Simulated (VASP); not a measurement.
Input of a VASP 6.6.1 run:

INCAR

```
SYSTEM = Li2TaSb2
PREC     = Accurate       ! precision mode
ENCUT    = 520            ! plane-wave cutoff, eV
EDIFF    = 1E-6           ! SCF threshold, eV
ISMEAR   = 0              ! smearing method
SIGMA    = 0.1            ! smearing width, eV
LREAL    = .False.        ! projectors in reciprocal space
LASPH    = .True.         ! aspherical terms in the spheres
NELM     = 80             ! most SCF steps
ALGO     = Fast           ! electronic algorithm
ISIF     = 2              ! what is computed and relaxed
LWAVE    = .False.        ! write WAVECAR
LCHARG   = .False.        ! write CHGCAR
GGA      = PE             ! functional
NBANDS   = 22             ! bands
```

File KPOINTS:

```
Automatic mesh
0
Gamma
  10 10 6
  0 0 0
```

POSCAR

```
Li2TaSb2
1.0
    3.8788271983      0.0000000000      0.0000000000
    0.0000000000      3.8788271983      0.0000000000
    0.0000000000      0.0000000000      7.2621994792
Li Ta Sb
2 1 2
Direct
    0.5000000000      0.5000000000      0.6568409712
    0.5000000000      0.5000000000      0.3431590288
    0.0000000000      0.0000000000      0.0000000000
    0.0000000000      0.0000000000      0.5000000000
    0.5000000000      0.5000000000      0.0000000000
```

Potentials or basis: VASP PAW PBE potentials, release 64 (Li_sv, Ta_pv, Sb).

The run is started by

```bash
$ cat potpaw_PBE.64/Li_sv/POTCAR potpaw_PBE.64/Ta_pv/POTCAR potpaw_PBE.64/Sb/POTCAR > POTCAR
$ mpirun -np 1 vasp_std > vasp.out
```

**Question.** What does it give for the largest force?

**Answer.** 0.009 eV/Å.

Forces on the atoms (eV/Å):
```
Li   0.000  0.000 -0.009
Li   0.000  0.000  0.009
Ta   0.000  0.000  0.000
Sb   0.000  0.000  0.000
Sb   0.000  0.000  0.000
```
